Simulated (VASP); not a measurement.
# Cu (I4/mmm) in VASP: further runs, part 2 of 2

VASP 6.6.1. The steps go on from the part before.

### Step 4. Single point, r2SCAN (strain -0.025 along x and y, -0.025 along z)

POSCAR

```
Cu
1.0
   -1.4067234870      1.4067234870      1.3416794138
    1.4067234870     -1.4067234870      1.3416794138
    1.4067234870      1.4067234870     -1.3416794138
Cu
1
Direct
    0.0000000000      0.0000000000      0.0000000000
```

INCAR.step1

```
SYSTEM = Cu
  PREC = Accurate
  ENCUT = 520
  ISMEAR = 0
  SIGMA = 0.15
  LREAL = .FALSE.
  LASPH = .TRUE.
  NELM = 80
  NBANDS = 12
  GGA = PE
  ALGO = Normal
  EDIFF = 1E-4
  LWAVE = .TRUE.
  LCHARG = .FALSE.
```

INCAR.step2

```
SYSTEM = Cu
  PREC = Accurate
  ENCUT = 520
  EDIFF = 1E-7
  ISMEAR = 0
  SIGMA = 0.15
  LREAL = .FALSE.
  LASPH = .TRUE.
  NELM = 80
  ALGO = Normal
  ISIF = 2
  LWAVE = .FALSE.
  LCHARG = .FALSE.
  METAGGA = R2SCAN
  LMIXTAU = .TRUE.
  NBANDS = 12
  ISTART = 1
```

KPOINTS

```
regular mesh
0
G
  24 24 24
  0 0 0
```

Started as:

```bash
$ cat potpaw_PBE.64/Cu/POTCAR > POTCAR
$ cp INCAR.step1 INCAR
$ mpirun -np 1 vasp_std > vasp.out
$ cp INCAR.step2 INCAR
$ mpirun -np 1 vasp_std > vasp.out
```

It took 5.3 min on 1 thread of Intel Xeon 6975P-C, shared host; peak memory 0.24 GiB.

The run converged. Its results:

```
Free energy : -10.7496 eV
Pressure    : 15.9 GPa
```

Stress tensor (GPa, compression positive):
```
15.80  0.00  0.00
 0.00 15.80  0.00
 0.00  0.00 16.18
```

Levels at points of the mesh, in eV from the Fermi level:
```csv
k point,band 2,band 3,band 4,band 5,band 6,band 7,band 8,band 9,band 10,band 11
"(0.00, 0.00, 0.00)",-3.74,-3.52,-3.52,-2.55,-2.32,26.60,26.60,27.95,31.37,31.90
"(0.50, 0.00, 0.00)",-4.55,-2.44,-2.19,-1.52,-0.77,5.39,18.75,19.39,23.11,26.82
"(0.50, 0.50, 0.00)",-4.27,-2.61,-2.35,-1.55,-1.18,4.82,20.04,20.97,24.39,27.96
"(0.50, 0.50, 0.50)",-5.47,-1.75,-1.75,-1.69,8.50,8.50,10.54,14.29,15.11,19.11
```

Caveat: the cell differs from its parent crystal (strain -0.025 along x and y, -0.025 along z); the PAW data sets were made with another functional, which shifts forces and pressure a little.

### Step 5. Single point, r2SCAN (strain -0.050 along x and y, +0.050 along z)

POSCAR

```
Cu
1.0
   -1.3706536540      1.3706536540      1.4448855225
    1.3706536540     -1.3706536540      1.4448855225
    1.3706536540      1.3706536540     -1.4448855225
Cu
1
Direct
    0.0000000000      0.0000000000      0.0000000000
```

INCAR.step1

```
ALGO = Normal
EDIFF = 1E-4
ENCUT = 520
GGA = PE
ISMEAR = 0
LASPH = T
LCHARG = F
LREAL = F
LWAVE = T
NBANDS = 12
NELM = 100
PREC = Accurate
SIGMA = 0.15
```

INCAR.step2

```
ALGO = Normal
EDIFF = 1E-6
ENCUT = 520
ISIF = 2
ISMEAR = 0
ISTART = 1
LASPH = T
LCHARG = T
LELF = T
LMIXTAU = T
LREAL = F
LVHAR = T
LWAVE = F
METAGGA = R2SCAN
NBANDS = 12
NELM = 100
PREC = Accurate
SIGMA = 0.15
```

KPOINTS

```
k-points
0
Gamma
  24 24 24
```

Started as:

```bash
$ cat potpaw_PBE.64/Cu/POTCAR > POTCAR
$ cp INCAR.step1 INCAR
$ mpirun -np 1 vasp_std > vasp.out
$ cp INCAR.step2 INCAR
$ mpirun -np 1 vasp_std > vasp.out
```

It took 6.1 min on 1 thread of Intel Xeon Platinum 8259CL at 2.50GHz (Skylake/Cascade Lake), shared host; peak memory 0.24 GiB.

The run converged. Its results:

* Free energy: -10.7705 eV
* Pressure: 10.8 GPa

Stress tensor (GPa, compression positive):
```
10.56  0.00  0.00
 0.00 10.56  0.00
 0.00  0.00 11.42
```

Levels at points of the mesh, in eV from the Fermi level:
```
           k point  band 3  band 4  band 5  band 6  band 7  band 8  band 9  band 10
(0.00, 0.00, 0.00)   -3.58   -3.37   -2.50   -2.28   26.06   27.20   27.20    30.96
(0.50, 0.00, 0.00)   -2.55   -2.22   -1.53   -0.99    4.87   19.46   20.18    23.70
(0.50, 0.50, 0.00)   -2.26   -2.17   -1.49   -0.55    5.47   18.07   18.50    22.33
(0.50, 0.50, 0.50)   -1.75   -1.69   -1.69    7.63    9.79    9.79   13.84    15.21
```

Caveat: the cell differs from its parent crystal (strain -0.050 along x and y, +0.050 along z); the PAW data sets were made with another functional, which shifts forces and pressure a little.

### Step 6. Single point, r2SCAN (strain -0.025 along x and y, +0.000 along z)

POSCAR

```
Cu
1.0
   -1.4067234870      1.4067234870      1.3760814500
    1.4067234870     -1.4067234870      1.3760814500
    1.4067234870      1.4067234870     -1.3760814500
Cu
1
Direct
    0.0000000000      0.0000000000      0.0000000000
```

INCAR.step1

```
SYSTEM = Cu
PREC     = Accurate       ! precision mode
ENCUT    = 520            ! plane-wave cutoff, eV
ISMEAR   = 0              ! smearing method
SIGMA    = 0.15           ! smearing width, eV
LREAL    = .False.        ! projectors in reciprocal space
LASPH    = .True.         ! aspherical terms in the spheres
NELM     = 60             ! most SCF steps
NBANDS   = 12             ! bands
GGA      = PE             ! functional
ALGO     = Normal         ! electronic algorithm
EDIFF    = 1E-4           ! SCF threshold, eV
LWAVE    = .True.         ! write WAVECAR
LCHARG   = .False.        ! write CHGCAR
```

INCAR.step2

```
SYSTEM = Cu
PREC     = Accurate       ! precision mode
ENCUT    = 520            ! plane-wave cutoff, eV
EDIFF    = 1E-7           ! SCF threshold, eV
ISMEAR   = 0              ! smearing method
SIGMA    = 0.15           ! smearing width, eV
LREAL    = .False.        ! projectors in reciprocal space
LASPH    = .True.         ! aspherical terms in the spheres
NELM     = 60             ! most SCF steps
ALGO     = Normal         ! electronic algorithm
ISIF     = 2              ! what is computed and relaxed
LWAVE    = .False.        ! write WAVECAR
LCHARG   = .False.        ! write CHGCAR
METAGGA  = R2SCAN         ! meta-GGA
LMIXTAU  = .True.       
NBANDS   = 12             ! bands
ISTART   = 1
```

KPOINTS

```
Automatic mesh
0
Gamma
  24 24 24
  0 0 0
```

Potentials or basis: VASP PAW PBE potentials, release 64 (Cu).

Started as:

```bash
$ cat potpaw_PBE.64/Cu/POTCAR > POTCAR
$ cp INCAR.step1 INCAR
$ mpirun -np 1 vasp_std > vasp.out
$ cp INCAR.step2 INCAR
$ mpirun -np 1 vasp_std > vasp.out
```

OUTCAR:

```text
SYSTEM = Cu
   PREC = Accurate
   ENCUT = 520
   EDIFF = 1E-7
   ISMEAR = 0
   LREAL = .False.
   LASPH = .True.
   NELM = 60
   ISIF = 2
   METAGGA = R2SCAN
   ISTART = 1

 ion  position               nearest neighbor table
   1  0.000  0.000  0.000-

  LATTYP: Found a body centered tetragonal cell.
 ALAT       =     2.8134469740
 C/A-ratio  =     0.9782174413

  Lattice vectors:

 A1 = (  -1.4067234870,   1.4067234870,   1.3760814500)
 A2 = (   1.4067234870,  -1.4067234870,   1.3760814500)
 A3 = (   1.4067234870,   1.4067234870,  -1.3760814500)
[... 532 lines left out ...]
      5       6.7449      2.00000
      6       7.8946      2.00000
      7      13.7259      0.00000
      8      26.6092      0.00000
      9      27.5594      0.00000
     10      31.9676      0.00000
     11      35.4550      0.00000
     12      44.6239      0.00000

 [... further k-points ...]
[... 5 lines left out ...]
  --------------------------------------------------------------------------------------
  -------------------------------------------------------------------------------------
  Total        0.6931759      0.6931759      0.6951116      0.0000000      0.0000000      0.0000000
  in kB      101.9606175    101.9606175    102.2453345      0.0000000      0.0000000      0.0000000
  external PRESSURE =     102.0555231 kB  Pullay stress =       0.0000000 kB

 VOLUME and BASIS-vectors are now :
 -----------------------------------------------------------------------------
  energy-cutoff  :      520.00
  volume of cell :       10.89
      direct lattice vectors                 reciprocal lattice vectors
    -1.406723487  1.406723487  1.376081450     0.000000000  0.355435880  0.363350585
     1.406723487 -1.406723487  1.376081450     0.355435880  0.000000000  0.363350585
     1.406723487  1.406723487 -1.376081450     0.355435880  0.355435880  0.000000000

 POSITION                                       TOTAL-FORCE (eV/Angst)
 -----------------------------------------------------------------------------------
      0.00000      0.00000      0.00000         0.000000     -0.000000     -0.000000
 -----------------------------------------------------------------------------------
    total drift:                                0.000000      0.000000      0.000000

  FREE ENERGIE OF THE ION-ELECTRON SYSTEM (eV)
  ---------------------------------------------------
  free  energy   TOTEN  =       -10.7720850640 eV

  energy  without entropy=      -10.7679512092  energy(sigma->0) =      -10.77001814
```

OSZICAR.step1:

```text
N       E                     dE             d eps       ncg     rms          rms(c)
DAV:   1     0.422732066629E+02    0.42273E+02   -0.54066E+03 28624   0.158E+03
DAV:   2    -0.325461300940E+01   -0.45528E+02   -0.42021E+02 26376   0.207E+02
DAV:   3    -0.455180093042E+01   -0.12972E+01   -0.12842E+01 29332   0.394E+01
DAV:   4    -0.455928883350E+01   -0.74879E-02   -0.74869E-02 28724   0.267E+00
DAV:   5    -0.455935522092E+01   -0.66387E-04   -0.66388E-04 29416   0.256E-01    0.766E+00
DAV:   6    -0.393717569310E+01    0.62218E+00   -0.12597E+01 29772   0.694E+01    0.333E+00
DAV:   7    -0.365112489086E+01    0.28605E+00   -0.18461E+00 29924   0.263E+01    0.722E-01
DAV:   8    -0.363514626653E+01    0.15979E-01   -0.94423E-03 34764   0.101E+00    0.169E-01
DAV:   9    -0.363461044134E+01    0.53583E-03   -0.30221E-03 29316   0.955E-01    0.270E-02
DAV:  10    -0.363461621565E+01   -0.57743E-05   -0.25758E-05 17508   0.856E-02
   1 F= -.36346162E+01 E0= -.36325165E+01  d E =-.419935E-02
```

Run time: 6.5 min. Hardware: 1 thread of Intel Xeon Platinum 8259CL at 2.50GHz (Skylake/Cascade Lake), shared host; peak memory 0.24 GiB.

Results:

```
Free energy : -10.7721 eV
Pressure    : 10.2 GPa
```

Levels at points of the mesh, in eV from the Fermi level:
```tsv
k point	band 4	band 5	band 6	band 7	band 8	band 9
(0.00, 0.00, 0.00)	-3.47	-2.42	-2.32	26.64	26.64	27.23
(0.50, 0.00, 0.00)	-2.20	-1.50	-0.77	5.13	18.76	19.31
(0.50, 0.50, 0.00)	-2.26	-1.52	-0.96	4.87	19.35	20.03
(0.50, 0.50, 0.50)	-1.71	-1.68	8.74	8.74	9.66	14.37
```

Caveat: the cell differs from its parent crystal (strain -0.025 along x and y, +0.000 along z); the PAW data sets were made with another functional, which shifts forces and pressure a little.

### Step 7. Overview

```csv
cell,gap on the mesh (eV),pressure (GPa)
"a = 2.380 Å, angles 107.6, 107.6, 113.4°, 1 atom",none,22.6
"a = 2.397 Å, angles 110.3, 110.3, 107.9°, 1 atom",none,16.3
"a = 2.400 Å, angles 108.2, 108.2, 112.0°, 1 atom",none,15.9
"a = 2.418 Å, angles 110.9, 110.9, 106.6°, 1 atom",none,10.8
"a = 2.419 Å, angles 108.9, 108.9, 110.7°, 1 atom",none,10.2
```

Alike in all rows: task single point; level r2SCAN; potentials or basis VASP PAW PBE potentials, release 64 (Cu); no spin polarisation; k mesh 24 × 24 × 24; cutoff (eV) 520; smearing gaussian 0.15 eV.

Caveats: the PAW data sets were made with another functional, which shifts forces and pressure a little.

Total energies depend on the potentials used, so only differences within one code and one set of settings carry meaning.
